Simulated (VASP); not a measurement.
## ZnS: relaxation of shape and atoms at fixed volume with r2SCAN

ZnS:

```
CELL_PARAMETERS angstrom
3.72901 0.00000 0.00000
-1.86451 3.22942 0.00000
0.00000 0.00000 6.11824
ATOMIC_POSITIONS crystal
Zn 0.33333 0.66667 0.00539
Zn 0.66667 0.33333 0.50539
S 0.33333 0.66667 0.37961
S 0.66667 0.33333 0.87961
```

```json
{
  "Program": "VASP 6.6.1",
  "Task": "relaxation of shape and atoms at fixed volume",
  "Functional": "r2SCAN",
  "Potentials or basis": "VASP PAW PBE potentials, release 64 (Zn, S)",
  "Cutoff": "600 eV",
  "k mesh": "6 × 6 × 4",
  "Occupations": "gaussian, width 0.02 eV",
  "Spin": "no spin polarisation",
  "Dipole correction": "no",
  "Further INCAR settings": "ALGO = Normal; EDIFF = 1e-07; IBRION = 2; EDIFFG = -0.01; NSW = 50; ISIF = 4"
}
```

- Energy gained by relaxing: 0.1 meV/atom
- Ionic steps: 5
- Pressure after relaxing: 5.5 GPa
- Largest force after relaxing: 0.005 eV/Å
- Band gap on the k mesh: 3.08 eV

Forces in eV/Å, atoms in the order of the input:
```
Zn   0.000  0.000  0.005
Zn   0.000  0.000  0.005
S    0.000  0.000 -0.005
S    0.000  0.000 -0.005
```

Stress tensor (GPa, compression positive):
```
5.55 0.00 0.00
0.00 5.55 0.00
0.00 0.00 5.43
```

The path:
```
step  energy change (eV)  largest force (eV/Å)  pressure (GPa)  volume (Å³)
   1              0.0000                0.0236            5.53        73.68
   2             -0.0001                0.0132            5.52        73.68
   3             -0.0002                0.0045            5.52        73.68
   4             -0.0002                0.0070            5.51        73.68
   5             -0.0002                0.0053            5.51        73.68
```

Final structure:
```yaml
crystal:
  lattice:
    - [3.72469, 0.00000, 0.00000]
    - [-1.86235, 3.22568, 0.00000]
    - [0.00000, 0.00000, 6.13244]
  atoms:
    - { symbol: Zn, position: [0.33333, 0.66667, 0.00596] }
    - { symbol: Zn, position: [0.66667, 0.33333, 0.50596] }
    - { symbol: S, position: [0.33333, 0.66667, 0.37904] }
    - { symbol: S, position: [0.66667, 0.33333, 0.87904] }
```

Levels at points of the mesh, in eV from the valence-band top:
| k point | band 14 | band 15 | band 16 | band 17 | band 18 | band 19 | band 20 | band 21 | band 22 |
| --- | --- | --- | --- | --- | --- | --- | --- | --- | --- |
| (0.00, 0.00, 0.00) | -1.01 | -1.01 | -0.12 | 0.00 | 0.00 | 3.08 | 3.76 | 6.75 | 6.75 |
| (0.50, 0.00, 0.00) | -4.45 | -3.68 | -2.54 | -1.94 | -1.01 | 3.99 | 4.92 | 5.37 | 7.30 |
| (0.00, 0.00, 0.50) | -3.08 | -0.53 | -0.53 | -0.53 | -0.53 | 4.31 | 4.31 | 7.23 | 7.23 |
| (0.50, 0.00, 0.50) | -5.27 | -1.87 | -1.87 | -1.83 | -1.83 | 3.94 | 3.94 | 5.60 | 5.60 |

Wall time 5.1 min on 1 thread of Intel(R) Xeon(R) 6975P-C (Granite Rapids), on a shared host, peak memory 0.23 GiB.

Caveat: the PAW data sets were made with another functional, which shifts forces and pressure a little.
